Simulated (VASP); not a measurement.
# CdF2 (Fm-3m) in VASP: notebook

Runs on CdF2. Level: LDA. Tasks: single point.

All numbers are computed with VASP 6.6.1; they aren't measurements. Logs are shortened: lines on timing, memory, paths and dates and some standing lists are left out, and cuts for length are marked.

## (1) The cell of the first run

It takes space group Fm-3m (No. 225, cubic). The conventional cell has a = 5.424 Å, b = 5.424 Å, c = 5.424 Å, α = 90.00°, β = 90.00°, γ = 90.00°. Cd (site symmetry m-3m) has 8 F at 2.35 Å within 3.1 Å. F (site symmetry -43m) has 4 Cd at 2.35 Å and 6 F at 2.71 Å within 3.1 Å.

## (2) Single point, LDA (volume scaled by 1.02)

Contents of INCAR:

```
SYSTEM = CdF2
ALGO = Normal ; EDIFF = 1E-7
ENCUT = 520 ; ISIF = 2
ISMEAR = -1 ; LASPH = .TRUE.
LCHARG = .FALSE. ; LREAL = .FALSE.
LWAVE = .FALSE. ; NBANDS = 20
NELM = 80 ; PREC = Accurate
SIGMA = 0.05
```

Contents of KPOINTS:

```
k-points
0
G
  9 9 9
  0 0 0
```

Contents of POSCAR:

```
CdF2
1.0
    0.0000000000      2.7118415796      2.7118415796
    2.7118415796      0.0000000000      2.7118415796
    2.7118415796      2.7118415796      0.0000000000
Cd F
1 2
Direct
    0.0000000000      0.0000000000      0.0000000000
    0.7500000000      0.7500000000      0.7500000000
    0.2500000000      0.2500000000      0.2500000000
```

Potentials or basis: VASP PAW LDA potentials, release 64 (Cd, F).

On the command line:

```bash
$ cat potpaw_LDA.64/Cd/POTCAR potpaw_LDA.64/F/POTCAR > POTCAR
$ mpirun -np 1 vasp_std > vasp.out
```

OUTCAR:

```text
SYSTEM = CdF2
   EDIFF = 1E-7
   ENCUT = 520
   ISIF = 2
   ISMEAR = -1
   LASPH = .TRUE.
   LREAL = .FALSE.
   NELM = 80
   PREC = Accurate

 ion  position               nearest neighbor table
   1  0.000  0.000  0.000-   2 2.35   2 2.35   3 2.35   3 2.35   2 2.35   2 2.35   3 2.35   3 2.35

   2  0.750  0.750  0.750-   1 2.35   1 2.35   1 2.35   1 2.35
   3  0.250  0.250  0.250-   1 2.35   1 2.35   1 2.35   1 2.35

  LATTYP: Found a face centered cubic cell.
 ALAT       =     5.4236831592

  Lattice vectors:

 A1 = (   0.0000000000,   2.7118415796,   2.7118415796)
 A2 = (   2.7118415796,   0.0000000000,   2.7118415796)
 A3 = (   2.7118415796,   2.7118415796,   0.0000000000)

Analysis of symmetry for initial positions (statically):
=====================================================================
 Subroutine PRICEL returns:
 Original cell was already a primitive cell.

 Routine SETGRP: Setting up the symmetry group for a
 face centered cubic supercell.

 Subroutine GETGRP returns: Found 48 space group operations
[... 9 lines left out ...]

 Routine SETGRP: Setting up the symmetry group for a
 face centered cubic supercell.

 Subroutine GETGRP returns: Found 48 space group operations
[... 11 lines left out ...]
                                     Primitive cell

  volume of cell :      39.8862

  direct lattice vectors                    reciprocal lattice vectors
     0.000000000  2.711841580  2.711841580    -0.184376552  0.184376552  0.184376552
     2.711841580  0.000000000  2.711841580     0.184376552 -0.184376552  0.184376552
     2.711841580  2.711841580  0.000000000     0.184376552  0.184376552 -0.184376552

  length of vectors
     3.835123141  3.835123141  3.835123141     0.319349556  0.319349556  0.319349556

  position of ions in fractional coordinates (direct lattice)
     0.000000000  0.000000000  0.000000000
     0.750000000  0.750000000  0.750000000
     0.250000000  0.250000000  0.250000000

  ion indices of the primitive-cell ions
   primitive index   ion index
                 1           1
                 2           2
                 3           3

----------------------------------------------------------------------------------------

 KPOINTS: k-points

Automatic generation of k-mesh.
 Grid dimensions read from file:
 generate k-points for:    9    9    9

 Generating k-lattice:

  Cartesian coordinates                     Fractional coordinates (reciprocal lattice)
    -0.020486284  0.020486284  0.020486284     0.111111111  0.000000000  0.000000000
     0.020486284 -0.020486284  0.020486284     0.000000000  0.111111111  0.000000000
     0.020486284  0.020486284 -0.020486284     0.000000000  0.000000000  0.111111111

  Length of vectors
     0.035483284  0.035483284  0.035483284

  Shift w.r.t. Gamma in fractional coordinates (k-lattice)
     0.000000000  0.000000000  0.000000000

 Subroutine IBZKPT returns following result:
 ===========================================

 Found     35 irreducible k-points:

 Following reciprocal coordinates:
            Coordinates               Weight
  0.000000  0.000000  0.000000      1.000000
  0.111111  0.000000  0.000000      8.000000
  0.222222  0.000000  0.000000      8.000000
  0.333333  0.000000  0.000000      8.000000
  0.444444  0.000000  0.000000      8.000000
  0.111111  0.111111  0.000000      6.000000
[... 16 lines left out ...]
 -0.333333  0.333333  0.000000     12.000000
  0.444444  0.444444  0.000000      6.000000
 [... further k-points ...]
   k-points           NKPTS =     35   k-points in BZ     NKDIM =     35   number of bands    NBANDS=     20
   number of dos      NEDOS =    301   number of ions     NIONS =      3
   total plane-waves  NPLWV =  27000
   dimension x,y,z NGX =    30 NGY =   30 NGZ =   30
   dimension x,y,z NGXF=    60 NGYF=   60 NGZF=   60
   ions per type =               1   2
   NGX,Y,Z   is equivalent  to a cutoff of  13.00, 13.00, 13.00 a.u.
   NGXF,Y,Z  is equivalent  to a cutoff of  26.01, 26.01, 26.01 a.u.
 SYSTEM =  CdF2
   PREC   = accura    normal or accurate (medium, high low for compatibility)
   ISTART =      0    job   : 0-new  1-cont  2-samecut
   ICHARG =      2    charge: 1-file 2-atom 10-const
   ISPIN  =      1    spin polarized calculation?
   LNONCOLLINEAR =      F non collinear calculations
   LSORBIT =      F    spin-orbit coupling
   LASPH  =      T    aspherical Exc in radial PAW
   ENCUT  =  520.0 eV  38.22 Ry    6.18 a.u.   7.13  7.13  7.13*2*pi/ulx,y,z
   NELM   =     80;   NELMIN=  2; NELMDL= -5     # of ELM steps
   EDIFF  = 0.1E-06   stopping-criterion for ELM
   LREAL  =      F    real-space projection
   EDIFFG = 0.1E-05   stopping-criterion for IOM
   NSW    =      0    number of steps for IOM
   IBRION =     -1    ionic relax: 0-MD 1-quasi-New 2-CG
   NFREE  =      0    steps in history (QN), initial steepest desc. (CG)
   ISIF   =      2    stress and relaxation
   ISYM   =      2    0-nonsym 1-usesym 2-fastsym
   POTIM  = 0.5000    time-step for ionic-motion
   TEBEG  =    0.0;   TEEND  =   0.0 temperature during run
   PSTRESS=    0.0 pullay stress
   NELECT =      26.0000    total number of electrons
   NUPDOWN=      -1.0000    fix difference up-down
   EMIN   =  10.00;   EMAX   =-10.00  energy-range for DOS
   EFERMI =   0.00;   METHOD = LEGACY
   ISMEAR =    -1;   SIGMA  =   0.05  broadening in eV -4-tet -1-fermi 0-gaus
   EFERMI_NEDOS =   21; number of points for ismear=-14 and -15
   IALGO  =     38    algorithm
   IMIX   =      4    mixing-type and parameters
     AMIX     =   0.40;   BMIX     =  1.00
     AMIX_MAG =   1.60;   BMIX_MAG =  1.00
  volume/ion in A,a.u.               =      13.30        89.72
  Fermi-wavevector in a.u.,A,eV,Ry     =   1.419466  2.682402 27.414154  2.014883
  Thomas-Fermi vector in A             =   2.540483
   LORBIT       =      0    0 simple, 1 ext, 2 COOP (PROOUT), +10 PAW based schemes
   GGA     = CA    functional components
   LHFCALC =     F    Hartree Fock is set to
   AEXX    =    0.0000 exact exchange contribution
   IVDW    =     0    specifies the selected vdW correction
   LEPSILON=     F    determine dielectric tensor
   LRPA    =     F    only Hartree local field effects (RPA)
 non-spin polarized calculation
  energy-cutoff  :      520.00
  volume of cell :       39.89
 maximum number of plane-waves:      1089
 NGX is ok and might be reduce to    30
   NGX = 15   NGY = 15   NGZ = 15

 number of electron      25.9999980 magnetization

 Free energy of the ion-electron system (eV)
  ---------------------------------------------------
  ext. energy  EPLUGINS =         0.00000000
  ---------------------------------------------------
  free energy    TOTEN  =       -12.68930016 eV

  energy without entropy =      -12.68930016  energy(sigma->0) =      -12.68930016

 E-fermi :  -0.6437     XC(G=0): -11.0204

 val. band max:       -1.8415077305   @ k =  -0.3333   0.4444   0.2222
 cond. band min:       0.9152848503   @ k =   0.0000   0.0000   0.0000
 fundamental gap:      2.7567925808
 Fermi energy:        -0.6437159102

 k-point     1 :       0.0000    0.0000    0.0000
  band No.  band energies     occupation
      1     -22.1474      2.00000
      2     -21.0231      2.00000
      3      -7.3905      2.00000
      4      -7.3905      2.00000
      5      -7.3905      2.00000
      6      -6.1964      2.00000
[... 12 lines left out ...]
     19      17.5769      0.00000
     20      17.5769      0.00000

 k-point     2 :       0.1111    0.0000    0.0000
  band No.  band energies     occupation
      1     -22.1075      2.00000
      2     -21.0584      2.00000
      3      -7.3441      2.00000
      4      -7.3441      2.00000
      5      -7.2606      2.00000
      6      -6.2109      2.00000
[... 12 lines left out ...]
     19      17.2397      0.00000
     20      17.2397      0.00000

 k-point     3 :       0.2222    0.0000    0.0000
  band No.  band energies     occupation
      1     -21.9963      2.00000
      2     -21.1574      2.00000
      3      -7.2301      2.00000
      4      -7.2301      2.00000
      5      -6.9037      2.00000
      6      -6.2296      2.00000
[... 12 lines left out ...]
     19      16.6325      0.00000
     20      17.0301      0.00000

 k-point     4 :       0.3333    0.0000    0.0000
  band No.  band energies     occupation
      1     -21.8374      2.00000
      2     -21.2999      2.00000
      3      -7.1170      2.00000
      4      -7.1170      2.00000
      5      -6.4196      2.00000
      6      -6.2021      2.00000
[... 12 lines left out ...]
     19      16.1423      0.00000
     20      16.8632      0.00000

 k-point     5 :       0.4444    0.0000    0.0000
  band No.  band energies     occupation
      1     -21.6604      2.00000
      2     -21.4637      2.00000
      3      -7.0615      2.00000
      4      -7.0615      2.00000
      5      -6.1400      2.00000
      6      -6.1400      2.00000
[... 12 lines left out ...]
     19      15.8804      0.00000
     20      16.4081      0.00000

 k-point     6 :       0.1111    0.1111    0.0000
  band No.  band energies     occupation
      1     -22.0950      2.00000
      2     -21.0690      2.00000
      3      -7.3228      2.00000
      4      -7.3228      2.00000
      5      -7.2260      2.00000
      6      -6.2586      2.00000
[... 12 lines left out ...]
     19      17.0663      0.00000
     20      17.6956      0.00000

 k-point     7 :       0.2222    0.1111    0.0000
  band No.  band energies     occupation
      1     -22.0098      2.00000
      2     -21.1432      2.00000
      3      -7.2221      2.00000
      4      -7.2217      2.00000
      5      -6.9551      2.00000
      6      -6.3273      2.00000
[... 12 lines left out ...]
     19      17.4830      0.00000
     20      17.9905      0.00000
[... 277 lines left out ...]
 k-point    20 :       0.3333    0.3333    0.0000
  band No.  band energies     occupation
      1     -21.7952      2.00000
      2     -21.3099      2.00000
      3      -6.8486      2.00000
      4      -6.8118      2.00000
      5      -6.8118      2.00000
      6      -6.3040      2.00000
[... 12 lines left out ...]
     19      18.0236      0.00000
     20      18.5675      0.00000

 k-point    21 :       0.4444    0.3333    0.0000
  band No.  band energies     occupation
      1     -21.7119      2.00000
      2     -21.3763      2.00000
      3      -6.9962      2.00000
      4      -6.6687      2.00000
      5      -6.6045      2.00000
      6      -6.1077      2.00000
[... 12 lines left out ...]
     19      17.8924      0.00000
     20      18.6344      0.00000

 k-point    22 :      -0.4444    0.3333    0.0000
  band No.  band energies     occupation
      1     -21.6219      2.00000
      2     -21.4589      2.00000
      3      -6.9941      2.00000
      4      -6.6069      2.00000
      5      -6.3853      2.00000
      6      -6.1935      2.00000
[... 12 lines left out ...]
     19      18.2779      0.00000
     20      18.4911      0.00000

 k-point    23 :      -0.3333    0.3333    0.0000
  band No.  band energies     occupation
      1     -21.5540      2.00000
      2     -21.5334      2.00000
      3      -6.9418      2.00000
      4      -6.6589      2.00000
      5      -6.3184      2.00000
      6      -6.2033      2.00000
[... 12 lines left out ...]
     19      17.1142      0.00000
     20      19.4115      0.00000

 k-point    24 :       0.4444    0.4444    0.0000
  band No.  band energies     occupation
      1     -21.6854      2.00000
      2     -21.3898      2.00000
      3      -7.1531      2.00000
      4      -6.5046      2.00000
      5      -6.5046      2.00000
      6      -6.0840      2.00000
[... 12 lines left out ...]
     19      17.2581      0.00000
     20      19.0510      0.00000

 [... further k-points ...]
[... 5 lines left out ...]
  --------------------------------------------------------------------------------------
  -------------------------------------------------------------------------------------
  Total       -1.6630374     -1.6630374     -1.6630374      0.0000000      0.0000000     -0.0000000
  in kB      -66.8020277    -66.8020277    -66.8020277      0.0000000      0.0000000     -0.0000000
  external PRESSURE =     -66.8020277 kB  Pullay stress =       0.0000000 kB

 VOLUME and BASIS-vectors are now :
 -----------------------------------------------------------------------------
  energy-cutoff  :      520.00
  volume of cell :       39.89
      direct lattice vectors                 reciprocal lattice vectors
     0.000000000  2.711841580  2.711841580    -0.184376552  0.184376552  0.184376552
     2.711841580  0.000000000  2.711841580     0.184376552 -0.184376552  0.184376552
     2.711841580  2.711841580  0.000000000     0.184376552  0.184376552 -0.184376552

 POSITION                                       TOTAL-FORCE (eV/Angst)
 -----------------------------------------------------------------------------------
      0.00000      0.00000      0.00000        -0.000000     -0.000000      0.000000
      4.06776      4.06776      4.06776         0.000000      0.000000     -0.000000
      1.35592      1.35592      1.35592        -0.000000      0.000000      0.000000
 -----------------------------------------------------------------------------------
    total drift:                                0.000000     -0.000000      0.000000

  FREE ENERGIE OF THE ION-ELECTRON SYSTEM (eV)
  ---------------------------------------------------
  free  energy   TOTEN  =       -12.6893001565 eV

  energy  without entropy=      -12.6893001565  energy(sigma->0) =      -12.68930016
```

It took 56 s on 1 thread of Intel Xeon 8259CL, shared host; peak memory 0.16 GiB.

What came out:

| Quantity | Value |
| --- | --- |
| Free energy | -12.6893 eV |
| Pressure | -6.7 GPa |
| Band gap on the k mesh | 2.76 eV, indirect (least direct gap 3.23 eV) |

Levels at points of the mesh, in eV from the valence-band top:
```csv
k point,band 9,band 10,band 11,band 12,band 13,band 14,band 15,band 16,band 17,band 18
"(0.00, 0.00, 0.00)",-0.93,-0.93,-0.48,-0.48,-0.48,2.76,12.24,12.24,12.24,16.98
```

 A k mesh can miss the band edges.

## (3) Single point, LDA (volume scaled by 1.06)

Contents of INCAR:

```
PREC     = Accurate       # precision mode
ENCUT    = 520            # plane-wave cutoff, eV
EDIFF    = 1E-6           # SCF threshold, eV
ISMEAR   = -1             # smearing method
SIGMA    = 0.05           # smearing width, eV
LREAL    = F              # projectors in reciprocal space
LASPH    = T              # aspherical terms in the spheres
NELM     = 60             # most SCF steps
ALGO     = Normal         # electronic algorithm
ISIF     = 2              # what is computed and relaxed
LWAVE    = F              # write WAVECAR
LCHARG   = F              # write CHGCAR
NBANDS   = 20             # bands
```

Contents of KPOINTS:

```
Automatic mesh
0
Gamma
  9 9 9
```

Contents of POSCAR:

```
CdF2
1.0
    0.0000000000      2.7468369436      2.7468369436
    2.7468369436      0.0000000000      2.7468369436
    2.7468369436      2.7468369436      0.0000000000
Cd F
1 2
Direct
    0.0000000000      0.0000000000      0.0000000000
    0.7500000000      0.7500000000      0.7500000000
    0.2500000000      0.2500000000      0.2500000000
```

Potentials or basis: VASP PAW LDA potentials, release 64 (Cd, F).

On the command line:

```bash
$ cat potpaw_LDA.64/Cd/POTCAR potpaw_LDA.64/F/POTCAR > POTCAR
$ mpirun -np 1 vasp_std > vasp.out
```

Run time: 54 s. Hardware: 1 thread of Intel Xeon 8259CL, shared host; peak memory 0.16 GiB.

The run converged. Its results:

```yaml
Free_energy: -12.6105 eV
Pressure: -9.9 GPa
Band_gap_on_the_k_mesh: 2.62 eV, indirect (least direct gap 3.15 eV)
```

Levels at points of the mesh, in eV from the valence-band top:
```tsv
k point	band 11	band 12	band 13	band 14	band 15	band 16
(0.00, 0.00, 0.00)	-0.52	-0.52	-0.52	2.62	12.06	12.06
```
